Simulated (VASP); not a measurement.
# SiC (Imm2) in VASP: notebook

Runs on SiC. Level: r2SCAN. Tasks: single point.

Everything below comes from runs of VASP 6.6.1. Logs are shortened: lines on timing, memory, paths and dates and some standing lists are left out, and cuts for length are marked.

## Step 1: The cell of the first run

Symmetry: Imm2, No. 44, orthorhombic system. Conventional cell: a = 3.080 Å, b = 3.080 Å, c = 4.356 Å, α = 90.00°, β = 90.00°, γ = 90.00°. Si (site symmetry mm2) has 4 C at 1.73 to 2.07 Å within 2.3 Å. C (site symmetry mm2) has 4 Si at 1.73 to 2.07 Å within 2.3 Å.

## Step 2: Single point, r2SCAN (atom 2 (C) moved by (+0.000, -0.300) A along [1 1 0] and z)

POSCAR reads:

```
SiC
1.0
    0.0000000000      2.1781449855      2.1781449855
    2.1781449855      0.0000000000      2.1781449855
    2.1781449855      2.1781449855      0.0000000000
Si C
1 1
Direct
    0.0000000000      0.0000000000      0.0000000000
    0.6811340609      0.6811340609      0.8188659391
```

INCAR.step1 reads:

```
  ALGO = Normal
  EDIFF = 1E-4
  ENCUT = 520
  GGA = PE
  ISMEAR = 0
  LASPH = True
  LCHARG = False
  LREAL = False
  LWAVE = True
  NBANDS = 11
  NELM = 60
  PREC = Accurate
  SIGMA = 0.05
```

INCAR.step2 reads:

```
  ALGO = Normal
  EDIFF = 1E-6
  ENCUT = 520
  ISIF = 2
  ISMEAR = 0
  ISTART = 1
  LASPH = True
  LCHARG = False
  LMIXTAU = True
  LREAL = False
  LWAVE = False
  METAGGA = R2SCAN
  NBANDS = 11
  NELM = 60
  PREC = Accurate
  SIGMA = 0.05
```

KPOINTS reads:

```
k-points
0
Gamma
  10 10 10
```

Potentials or basis: VASP PAW PBE potentials, release 64 (Si, C).

Started as:

```bash
> cat potpaw_PBE.64/Si/POTCAR potpaw_PBE.64/C/POTCAR > POTCAR
> cp INCAR.step1 INCAR
> mpirun -np 1 vasp_std > vasp.out
> cp INCAR.step2 INCAR
> mpirun -np 1 vasp_std > vasp.out
```

OUTCAR:

```text
EDIFF = 1E-6
   ENCUT = 520
   ISIF = 2
   ISMEAR = 0
   ISTART = 1
   LASPH = True
   LREAL = False
   METAGGA = R2SCAN
   NELM = 60
   PREC = Accurate

 ion  position               nearest neighbor table
   1  0.000  0.000  0.000-   2 1.73   2 1.73   2 2.07   2 2.07
   2  0.681  0.681  0.819-   1 1.73   1 1.73   1 2.07   1 2.07

  LATTYP: Found a face centered cubic cell.
 ALAT       =     4.3562899710

  Lattice vectors:

 A1 = (   0.0000000000,   2.1781449855,   2.1781449855)
 A2 = (   2.1781449855,   0.0000000000,   2.1781449855)
 A3 = (   2.1781449855,   2.1781449855,   0.0000000000)

Analysis of symmetry for initial positions (statically):
=====================================================================
 Subroutine PRICEL returns:
 Original cell was already a primitive cell.

 Routine SETGRP: Setting up the symmetry group for a
 face centered cubic supercell.

 Subroutine GETGRP returns: Found  4 space group operations
 (whereof  4 operations were pure point group operations)
 out of a pool of 48 trial point group operations.

The static configuration has the point symmetry C_2v.

Analysis of symmetry for dynamics (positions and initial velocities):
=====================================================================
 Subroutine PRICEL returns:
 Original cell was already a primitive cell.

 Routine SETGRP: Setting up the symmetry group for a
 face centered cubic supercell.

 Subroutine GETGRP returns: Found  4 space group operations
 (whereof  4 operations were pure point group operations)
 out of a pool of 48 trial point group operations.

The dynamic configuration has the point symmetry C_2v.

 Subroutine INISYM returns: Found  4 space group operations
 (whereof  4 operations are pure point group operations),
 and found     1 'primitive' translations

----------------------------------------------------------------------------------------

                                     Primitive cell

  volume of cell :      20.6676

  direct lattice vectors                    reciprocal lattice vectors
     0.000000000  2.178144985  2.178144985    -0.229553130  0.229553130  0.229553130
     2.178144985  0.000000000  2.178144985     0.229553130 -0.229553130  0.229553130
     2.178144985  2.178144985  0.000000000     0.229553130  0.229553130 -0.229553130

  length of vectors
     3.080362179  3.080362179  3.080362179     0.397597685  0.397597685  0.397597685

  position of ions in fractional coordinates (direct lattice)
     0.000000000  0.000000000  0.000000000
     0.681134061  0.681134061  0.818865939

  ion indices of the primitive-cell ions
   primitive index   ion index
                 1           1
                 2           2

----------------------------------------------------------------------------------------

 KPOINTS: k-points

Automatic generation of k-mesh.
 Grid dimensions read from file:
 generate k-points for:   10   10   10

 Generating k-lattice:

  Cartesian coordinates                     Fractional coordinates (reciprocal lattice)
    -0.022955313  0.022955313  0.022955313     0.100000000  0.000000000  0.000000000
     0.022955313 -0.022955313  0.022955313     0.000000000  0.100000000  0.000000000
     0.022955313  0.022955313 -0.022955313     0.000000000  0.000000000  0.100000000

  Length of vectors
     0.039759768  0.039759768  0.039759768

  Shift w.r.t. Gamma in fractional coordinates (k-lattice)
     0.000000000  0.000000000  0.000000000

 Subroutine IBZKPT returns following result:
 ===========================================

 Found    171 irreducible k-points:

 Following reciprocal coordinates:
            Coordinates               Weight
  0.000000  0.000000  0.000000      1.000000
  0.100000  0.000000  0.000000      4.000000
  0.000000  0.000000  0.100000      4.000000
  0.200000  0.000000  0.000000      4.000000
  0.000000  0.000000  0.200000      4.000000
  0.300000  0.000000  0.000000      4.000000
[... 16 lines left out ...]
  0.000000  0.400000  0.100000      8.000000
  0.100000  0.000000  0.400000      8.000000
 [... further k-points ...]
   k-points           NKPTS =    171   k-points in BZ     NKDIM =    171   number of bands    NBANDS=     11
   number of dos      NEDOS =    301   number of ions     NIONS =      2
   total plane-waves  NPLWV =  13824
   dimension x,y,z NGX =    24 NGY =   24 NGZ =   24
   dimension x,y,z NGXF=    48 NGYF=   48 NGZF=   48
   ions per type =               1   1
   NGX,Y,Z   is equivalent  to a cutoff of  12.95, 12.95, 12.95 a.u.
   NGXF,Y,Z  is equivalent  to a cutoff of  25.91, 25.91, 25.91 a.u.
 SYSTEM =  unknown system
   PREC   = accura    normal or accurate (medium, high low for compatibility)
   ISTART =      1    job   : 0-new  1-cont  2-samecut
   ICHARG =      0    charge: 1-file 2-atom 10-const
   ISPIN  =      1    spin polarized calculation?
   LNONCOLLINEAR =      F non collinear calculations
   LSORBIT =      F    spin-orbit coupling
   LASPH  =      T    aspherical Exc in radial PAW
   ENCUT  =  520.0 eV  38.22 Ry    6.18 a.u.   5.73  5.73  5.73*2*pi/ulx,y,z
   NELM   =     60;   NELMIN=  2; NELMDL=  0     # of ELM steps
   EDIFF  = 0.1E-05   stopping-criterion for ELM
   LREAL  =      F    real-space projection
   EDIFFG = 0.1E-04   stopping-criterion for IOM
   NSW    =      0    number of steps for IOM
   IBRION =     -1    ionic relax: 0-MD 1-quasi-New 2-CG
   NFREE  =      0    steps in history (QN), initial steepest desc. (CG)
   ISIF   =      2    stress and relaxation
   ISYM   =      2    0-nonsym 1-usesym 2-fastsym
   POTIM  = 0.5000    time-step for ionic-motion
   TEBEG  =    0.0;   TEEND  =   0.0 temperature during run
   PSTRESS=    0.0 pullay stress
   NELECT =       8.0000    total number of electrons
   NUPDOWN=      -1.0000    fix difference up-down
   EMIN   =  10.00;   EMAX   =-10.00  energy-range for DOS
   EFERMI =   0.00;   METHOD = LEGACY
   ISMEAR =     0;   SIGMA  =   0.05  broadening in eV -4-tet -1-fermi 0-gaus
   EFERMI_NEDOS =   21; number of points for ismear=-14 and -15
   IALGO  =     38    algorithm
   IMIX   =      4    mixing-type and parameters
     AMIX     =   0.40;   BMIX     =  1.00
     AMIX_MAG =   1.60;   BMIX_MAG =  1.00
  volume/ion in A,a.u.               =      10.33        69.74
  Fermi-wavevector in a.u.,A,eV,Ry     =   1.193094  2.254621 19.367534  1.423474
  Thomas-Fermi vector in A             =   2.329117
   LORBIT       =      0    0 simple, 1 ext, 2 COOP (PROOUT), +10 PAW based schemes
   METAGGA = R2SCAN    functional components
   LHFCALC =     F    Hartree Fock is set to
   AEXX    =    0.0000 exact exchange contribution
   IVDW    =     0    specifies the selected vdW correction
   LEPSILON=     F    determine dielectric tensor
   LRPA    =     F    only Hartree local field effects (RPA)
 non-spin polarized calculation
 Gauss-broadening in eV      SIGMA  =   0.05
  energy-cutoff  :      520.00
  volume of cell :       20.67
 maximum number of plane-waves:       568
   NGX = 11   NGY = 11   NGZ = 11

 number of electron       8.0000000 magnetization

 Free energy of the ion-electron system (eV)
  ---------------------------------------------------
  ext. energy  EPLUGINS =         0.00000000
  ---------------------------------------------------
  free energy    TOTEN  =       -18.49113009 eV

  energy without entropy =      -18.49113009  energy(sigma->0) =      -18.49113009

 E-fermi :   9.2576     XC(G=0): -11.9407

 val. band max:        9.0701656328   @ k =   0.0000   0.0000   0.0000
 cond. band min:       9.4514578670   @ k =   0.0000   0.5000   0.5000
 fundamental gap:      0.3812922342
 Fermi energy:         9.2576342536

 k-point     1 :       0.0000    0.0000    0.0000
  band No.  band energies     occupation
      1      -8.2557      2.00000
      2       6.3350      2.00000
      3       8.1793      2.00000
      4       9.0702      2.00000
      5      14.3815      0.00000
      6      15.6519      0.00000
      7      15.8551      0.00000
      8      16.6411      0.00000
      9      23.0406      0.00000
     10      23.2554      0.00000
     11      24.5866      0.00000

 k-point     2 :       0.1000    0.0000    0.0000
  band No.  band energies     occupation
      1      -8.0515      2.00000
      2       5.6761      2.00000
      3       7.8372      2.00000
      4       8.9111      2.00000
      5      14.6483      0.00000
      6      15.6633      0.00000
      7      15.8725      0.00000
      8      17.3149      0.00000
      9      21.7373      0.00000
     10      22.3368      0.00000
     11      25.4800      0.00000

 k-point     3 :       0.0000    0.0000    0.1000
  band No.  band energies     occupation
      1      -8.0580      2.00000
      2       6.2338      2.00000
      3       7.3508      2.00000
      4       8.6221      2.00000
      5      14.7032      0.00000
      6      15.6129      0.00000
      7      16.3076      0.00000
      8      16.8866      0.00000
      9      22.3336      0.00000
     10      22.6723      0.00000
     11      24.3684      0.00000

 k-point     4 :       0.2000    0.0000    0.0000
  band No.  band energies     occupation
      1      -7.4473      2.00000
      2       3.9170      2.00000
      3       7.2966      2.00000
      4       8.5583      2.00000
      5      14.4278      0.00000
      6      16.0460      0.00000
      7      16.4404      0.00000
      8      18.1809      0.00000
      9      21.1809      0.00000
     10      21.4474      0.00000
     11      24.6161      0.00000
[... 239 lines left out ...]
 k-point    22 :       0.4000    0.1000    0.0000
  band No.  band energies     occupation
      1      -5.5278      2.00000
      2       0.4929      2.00000
      3       6.0700      2.00000
      4       7.3891      2.00000
      5      14.1536      0.00000
      6      15.9812      0.00000
      7      16.2688      0.00000
      8      18.7248      0.00000
      9      22.5038      0.00000
     10      25.3135      0.00000
     11      25.5444      0.00000

 k-point    23 :       0.0000    0.4000    0.1000
  band No.  band energies     occupation
      1      -5.5089      2.00000
      2       0.3842      2.00000
      3       6.2185      2.00000
      4       7.5189      2.00000
      5      13.6925      0.00000
      6      15.2617      0.00000
      7      17.7046      0.00000
      8      18.8437      0.00000
      9      21.9031      0.00000
     10      24.8426      0.00000
     11      25.7501      0.00000

 k-point    24 :       0.1000    0.0000    0.4000
  band No.  band energies     occupation
      1      -5.6882      2.00000
      2       1.4397      2.00000
      3       5.1379      2.00000
      4       7.2403      2.00000
      5      13.6978      0.00000
      6      15.3882      0.00000
      7      16.7407      0.00000
      8      18.8927      0.00000
      9      22.8576      0.00000
     10      24.7178      0.00000
     11      26.7486      0.00000

 [... further k-points ...]

------------------------ aborting loop because EDIFF is reached ----------------------------------------

  FORCE on cell =-STRESS in cart. coord.  units (eV):
  Direction    XX          YY          ZZ          XY          YZ          ZX
  --------------------------------------------------------------------------------------
  -------------------------------------------------------------------------------------
  Total        2.0021484      2.0021484     -0.0655240     -2.4765372      0.0000000      0.0000000
  in kB      155.2088570    155.2088570     -5.0794980   -191.9840226      0.0000000      0.0000000
  external PRESSURE =     101.7794053 kB  Pullay stress =       0.0000000 kB

 VOLUME and BASIS-vectors are now :
 -----------------------------------------------------------------------------
  energy-cutoff  :      520.00
  volume of cell :       20.67
      direct lattice vectors                 reciprocal lattice vectors
     0.000000000  2.178144985  2.178144985    -0.229553130  0.229553130  0.229553130
     2.178144985  0.000000000  2.178144985     0.229553130 -0.229553130  0.229553130
     2.178144985  2.178144985  0.000000000     0.229553130  0.229553130 -0.229553130

 POSITION                                       TOTAL-FORCE (eV/Angst)
 -----------------------------------------------------------------------------------
      0.00000      0.00000      0.00000         0.000000      0.000000     -5.250997
      3.26722      3.26722      2.96722        -0.000000     -0.000000      5.250997
 -----------------------------------------------------------------------------------
    total drift:                               -0.000001     -0.000001     -0.000126

  FREE ENERGIE OF THE ION-ELECTRON SYSTEM (eV)
  ---------------------------------------------------
  free  energy   TOTEN  =       -18.4911300872 eV

  energy  without entropy=      -18.4911300872  energy(sigma->0) =      -18.49113009
```

It took 1.8 min on 1 thread of Intel Xeon 8259CL, shared host; peak memory 0.16 GiB.

What came out:

* Free energy: -18.4911 eV
* Pressure: 10.2 GPa
* Largest force: 5.251 eV/Å
* Band gap on the k mesh: 0.38 eV (least direct gap 4.37 eV)

Forces in eV/Å, atoms in the order of the input:
```
Si   0.000  0.000 -5.251
C    0.000  0.000  5.251
```

Levels at points of the mesh, in eV from the valence-band top:
| k point | band 1 | band 2 | band 3 | band 4 | band 5 | band 6 | band 7 | band 8 | band 9 |
| --- | --- | --- | --- | --- | --- | --- | --- | --- | --- |
| (0.00, 0.00, 0.00) | -17.33 | -2.74 | -0.89 | 0.00 | 5.31 | 6.58 | 6.78 | 7.57 | 13.97 |
| (0.50, 0.00, 0.00) | -13.52 | -10.52 | -2.58 | -1.17 | 4.51 | 5.80 | 7.90 | 9.78 | 15.23 |
| (0.00, 0.00, 0.50) | -13.96 | -9.35 | -3.61 | -1.37 | 4.49 | 5.66 | 7.42 | 9.69 | 15.56 |
| (0.50, 0.50, 0.00) | -12.41 | -8.90 | -5.37 | -3.85 | 0.52 | 3.89 | 13.96 | 14.05 | 14.19 |
| (0.00, 0.50, 0.50) | -12.32 | -9.35 | -4.23 | -4.13 | 0.38 | 3.24 | 13.34 | 14.61 | 14.92 |

Caveat: the cell differs from its parent crystal (atom 2 (C) moved by (+0.000, -0.300) A along [1 1 0] and z); the stress differs along the axes, from -1 to 16 GPa; semilocal functionals underestimate gaps, and a narrow one can read as zero; the PAW data sets were made with another functional, which shifts forces and pressure a little. A k mesh can miss the band edges.

## Step 3: Single point, r2SCAN (atom 2 (C) moved by (+0.000, -0.150) A along [1 1 0] and z)

Changes to POSCAR since step 2:

```diff
@@ -9,2 +9,2 @@
     0.0000000000      0.0000000000      0.0000000000
-    0.6811340609      0.6811340609      0.8188659391
+    0.7155670304      0.7155670304      0.7844329696
```

INCAR.step1 reads:

```
SYSTEM = SiC
ALGO     = Normal         ! electronic algorithm
EDIFF    = 1E-4           ! SCF threshold, eV
ENCUT    = 520            ! plane-wave cutoff, eV
GGA      = PE             ! functional
ISMEAR   = 0              ! smearing method
LASPH    = .TRUE.         ! aspherical terms in the spheres
LCHARG   = .FALSE.        ! write CHGCAR
LREAL    = .FALSE.        ! projectors in reciprocal space
LWAVE    = .TRUE.         ! write WAVECAR
NBANDS   = 11             ! bands
NELM     = 60             ! most SCF steps
PREC     = Accurate       ! precision mode
SIGMA    = 0.05           ! smearing width, eV
```

INCAR.step2 reads:

```
SYSTEM = SiC
ALGO     = Normal         ! electronic algorithm
EDIFF    = 1E-7           ! SCF threshold, eV
ENCUT    = 520            ! plane-wave cutoff, eV
ISIF     = 2              ! what is computed and relaxed
ISMEAR   = 0              ! smearing method
ISTART   = 1            
LASPH    = .TRUE.         ! aspherical terms in the spheres
LCHARG   = .FALSE.        ! write CHGCAR
LMIXTAU  = .TRUE.       
LREAL    = .FALSE.        ! projectors in reciprocal space
LWAVE    = .FALSE.        ! write WAVECAR
METAGGA  = R2SCAN         ! meta-GGA
NBANDS   = 11             ! bands
NELM     = 60             ! most SCF steps
PREC     = Accurate       ! precision mode
SIGMA    = 0.05           ! smearing width, eV
```

KPOINTS reads:

```
k-points
0
G
  10 10 10
  0 0 0
```

Potentials or basis: VASP PAW PBE potentials, release 64 (Si, C).

Started as:

```bash
> cat potpaw_PBE.64/Si/POTCAR potpaw_PBE.64/C/POTCAR > POTCAR
> cp INCAR.step1 INCAR
> mpirun -np 1 vasp_std > vasp.out
> cp INCAR.step2 INCAR
> mpirun -np 1 vasp_std > vasp.out
```

Run time: 2.7 min. Hardware: 1 thread of Intel Xeon 8259CL, shared host; peak memory 0.16 GiB.

It converged, with:

| Item | Value |
| --- | --- |
| Free energy | -19.1088 eV |
| Pressure | 2.5 GPa |
| Largest force | 2.868 eV/Å |
| Band gap on the k mesh | 1.00 eV (least direct gap 4.68 eV) |

Forces in eV/Å, atoms in the order of the input:
```
Si   0.000  0.000 -2.868
C    0.000  0.000  2.868
```

Stress tensor (GPa, compression positive):
```
 3.86 -9.03  0.00
-9.03  3.86  0.00
 0.00  0.00 -0.25
```

Levels at points of the mesh, in eV from the valence-band top:
| k point | band 1 | band 2 | band 3 | band 4 | band 5 | band 6 | band 7 | band 8 |
| --- | --- | --- | --- | --- | --- | --- | --- | --- |
| (0.00, 0.00, 0.00) | -16.86 | -1.47 | -0.61 | 0.00 | 6.07 | 6.97 | 7.19 | 7.57 |
| (0.50, 0.00, 0.00) | -13.13 | -9.80 | -2.03 | -1.18 | 5.23 | 6.65 | 7.82 | 10.23 |
| (0.00, 0.00, 0.50) | -13.37 | -9.19 | -2.46 | -1.39 | 5.25 | 6.44 | 7.51 | 10.26 |
| (0.50, 0.50, 0.00) | -11.82 | -8.65 | -4.44 | -3.65 | 1.03 | 4.21 | 14.45 | 14.48 |
| (0.00, 0.50, 0.50) | -11.80 | -8.77 | -3.95 | -3.92 | 1.00 | 4.03 | 14.40 | 14.63 |

Caveat: the cell differs from its parent crystal (atom 2 (C) moved by (+0.000, -0.150) A along [1 1 0] and z); the PAW data sets were made with another functional, which shifts forces and pressure a little.
